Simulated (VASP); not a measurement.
# Sc (Im-3m) in VASP: notebook, part 2 of 2

VASP 6.6.1.

## Step 3: Single point, revPBE (volume scaled by 1.04)

Input file INCAR:

```
SYSTEM = Sc
  PREC = Accurate
  ENCUT = 520
  EDIFF = 1E-7
  ISMEAR = -1
  SIGMA = 0.1
  LREAL = .False.
  LASPH = .True.
  NELM = 100
  ALGO = Normal
  ISIF = 2
  LWAVE = .False.
  LCHARG = .True.
  GGA = RE
  LELF = .True.
  LVHAR = .True.
  NBANDS = 12
```

Input file KPOINTS:

```
Automatic mesh
0
Gamma
  13 13 13
  0 0 0
```

Input file POSCAR:

```
Sc
1.0
   -1.8828601740      1.8828601740      1.8828601740
    1.8828601740     -1.8828601740      1.8828601740
    1.8828601740      1.8828601740     -1.8828601740
Sc
1
Direct
    0.0000000000      0.0000000000      0.0000000000
```

Potentials or basis: VASP PAW PBE potentials, release 64 (Sc_sv).

Run with:

```bash
$ cat potpaw_PBE.64/Sc_sv/POTCAR > POTCAR
$ mpirun -np 1 vasp_std > vasp.out
```

OUTCAR:

```text
SYSTEM = Sc
   PREC = Accurate
   ENCUT = 520
   EDIFF = 1E-7
   ISMEAR = -1
   LREAL = .False.
   LASPH = .True.
   NELM = 100
   ISIF = 2
   GGA = RE

 ion  position               nearest neighbor table
   1  0.000  0.000  0.000-

  LATTYP: Found a body centered cubic cell.
 ALAT       =     3.7657203480

  Lattice vectors:

 A1 = (  -1.8828601740,   1.8828601740,   1.8828601740)
 A2 = (   1.8828601740,  -1.8828601740,   1.8828601740)
 A3 = (   1.8828601740,   1.8828601740,  -1.8828601740)

Analysis of symmetry for initial positions (statically):
=====================================================================
 Subroutine PRICEL returns:
 Original cell was already a primitive cell.

 Routine SETGRP: Setting up the symmetry group for a
 body centered cubic supercell.

 Subroutine GETGRP returns: Found 48 space group operations
 (whereof 48 operations were pure point group operations)
 out of a pool of 48 trial point group operations.

The static configuration has the point symmetry O_h .

Analysis of symmetry for dynamics (positions and initial velocities):
[... 158 lines left out ...]
 val. band max:        3.3999881743   @ k =   0.3077   0.1538   0.0769
 cond. band min:       3.4086452595   @ k =   0.3846   0.1538   0.0769
 fundamental gap:      0.0086570852
 Fermi energy:         3.4045942794

 k-point     1 :       0.0000    0.0000    0.0000
  band No.  band energies     occupation
      1     -46.4889      2.00000
      2     -24.8874      2.00000
      3     -24.8874      2.00000
      4     -24.8874      2.00000
      5      -1.6583      2.00000
      6       4.7802      0.00000
      7       4.7803      0.00000
      8       4.7803      0.00000
      9       6.0372      0.00000
     10       6.0372      0.00000
     11      16.9788      0.00000
     12      16.9788      0.00000
[... 331 lines left out ...]
 k-point    24 :       0.2308    0.0769    0.0769
  band No.  band energies     occupation
      1     -46.4571      2.00000
      2     -25.0963      2.00000
      3     -24.9513      2.00000
      4     -24.9023      2.00000
      5       0.6501      2.00000
      6       3.8035      0.03635
      7       3.8936      0.01493
      8       5.9641      0.00000
      9       6.1741      0.00000
     10       6.5662      0.00000
     11      12.3199      0.00000
     12      14.0199      0.00000

 [... further k-points ...]
[... 5 lines left out ...]
  --------------------------------------------------------------------------------------
  -------------------------------------------------------------------------------------
  Total       -0.3040283     -0.3040283     -0.3040283     -0.0000000      0.0000000     -0.0000000
  in kB      -18.2435918    -18.2435918    -18.2435918     -0.0000000      0.0000000     -0.0000000
  external PRESSURE =     -18.2435918 kB  Pullay stress =       0.0000000 kB

 VOLUME and BASIS-vectors are now :
 -----------------------------------------------------------------------------
  energy-cutoff  :      520.00
  volume of cell :       26.70
      direct lattice vectors                 reciprocal lattice vectors
    -1.882860174  1.882860174  1.882860174     0.000000000  0.265553442  0.265553442
     1.882860174 -1.882860174  1.882860174     0.265553442  0.000000000  0.265553442
     1.882860174  1.882860174 -1.882860174     0.265553442  0.265553442  0.000000000

 POSITION                                       TOTAL-FORCE (eV/Angst)
 -----------------------------------------------------------------------------------
      0.00000      0.00000      0.00000        -0.000000      0.000000     -0.000000
 -----------------------------------------------------------------------------------
    total drift:                               -0.000000      0.000000      0.000000

  FREE ENERGIE OF THE ION-ELECTRON SYSTEM (eV)
  ---------------------------------------------------
  free  energy   TOTEN  =        -5.9353962931 eV

  energy  without entropy=       -5.8517671215  energy(sigma->0) =       -5.89358171
```

stdout:

```text
POSCAR found type information on POSCAR Sc
 POSCAR found :  1 types and       1 ions
 scaLAPACK will be used
 -----------------------------------------------------------------------------
|                                                                             |
|                                                                             |
|     You enforced a specific xc type in the INCAR file but a different       |
|     I HOPE YOU KNOW WHAT YOU ARE DOING!                                     |
|                                                                             |
 -----------------------------------------------------------------------------

 LDA part: xc-table for (Slater+PW92), standard interpolation
 POSCAR, INCAR and KPOINTS ok, starting setup
 FFT: planning ... GRIDC
 FFT: planning ... GRID_SOFT
 FFT: planning ... GRID
 WAVECAR not read
 entering main loop
```

Run time: 37 s. Hardware: 1 thread of AMD EPYC 7R13 (Zen 3), shared host; peak memory 0.12 GiB.

Results:

| Quantity | Value |
| --- | --- |
| Free energy | -5.9354 eV |
| Pressure | -1.8 GPa |

Caveat: the cell differs from its parent crystal (volume scaled by 1.04); the PAW data sets were made with another functional, which shifts forces and pressure a little.

## Step 4: Single point, revPBE

This run uses another cell than the first one, of 25.67 Å³/atom, 1.087 times its volume.

Input file INCAR:

```
  PREC = Accurate
  ENCUT = 520
  EDIFF = 1E-6
  ISMEAR = -1
  SIGMA = 0.1
  LREAL = F
  LASPH = T
  NELM = 80
  ALGO = Normal
  ISIF = 2
  LWAVE = F
  LCHARG = F
  GGA = RE
  NBANDS = 12
```

Input file KPOINTS:

```
regular mesh
0
Gamma
  20 20 20
```

Input file POSCAR:

```
Sc
1.0
   -1.8584046764      1.8584046764      1.8584046764
    1.8584046764     -1.8584046764      1.8584046764
    1.8584046764      1.8584046764     -1.8584046764
Sc
1
Direct
    0.0000000000      0.0000000000      0.0000000000
```

Run with:

```bash
$ cat potpaw_PBE.64/Sc_sv/POTCAR > POTCAR
$ mpirun -np 1 vasp_std > vasp.out
```

It took 2.3 min on 1 thread of AMD EPYC 7R13 (Zen 3), shared host; peak memory 0.16 GiB.

Results (log left out):

```
Free energy : -5.9409 eV
Pressure    : 0.0 GPa
```

Levels at points of the mesh, in eV from the Fermi level:
| k point | band 1 | band 2 | band 3 | band 4 | band 5 | band 6 | band 7 | band 8 | band 9 | band 10 |
| --- | --- | --- | --- | --- | --- | --- | --- | --- | --- | --- |
| (0.00, 0.00, 0.00) | -49.79 | -28.17 | -28.17 | -28.17 | -5.15 | 1.43 | 1.43 | 1.43 | 2.75 | 2.75 |
| (0.50, 0.00, 0.00) | -49.74 | -28.51 | -28.28 | -28.17 | -1.70 | 0.32 | 0.36 | 2.72 | 3.03 | 3.97 |
| (0.50, 0.50, 0.50) | -49.70 | -28.41 | -28.41 | -28.41 | -1.13 | -1.13 | 3.70 | 3.70 | 3.70 | 5.95 |

Caveat: the PAW data sets were made with another functional, which shifts forces and pressure a little.

## Step 5: Overview

```tsv
cell	k mesh	gap on the mesh (eV)	pressure (GPa)
a = 3.131 Å, angles 109.5°, 1 atom	13 × 13 × 13	none	4.8
a = 3.261 Å, angles 109.5°, 1 atom	13 × 13 × 13	none	-1.8
a = 3.219 Å, angles 109.5°, 1 atom	20 × 20 × 20	none	0.0
```

Alike in all rows: task single point; level revPBE; potentials or basis VASP PAW PBE potentials, release 64 (Sc_sv); no spin polarisation; cutoff (eV) 520; smearing fermi-dirac 0.1 eV.

Caveats: the PAW data sets were made with another functional, which shifts forces and pressure a little.

Total energies depend on the potentials used, so only differences within one code and one set of settings carry meaning.
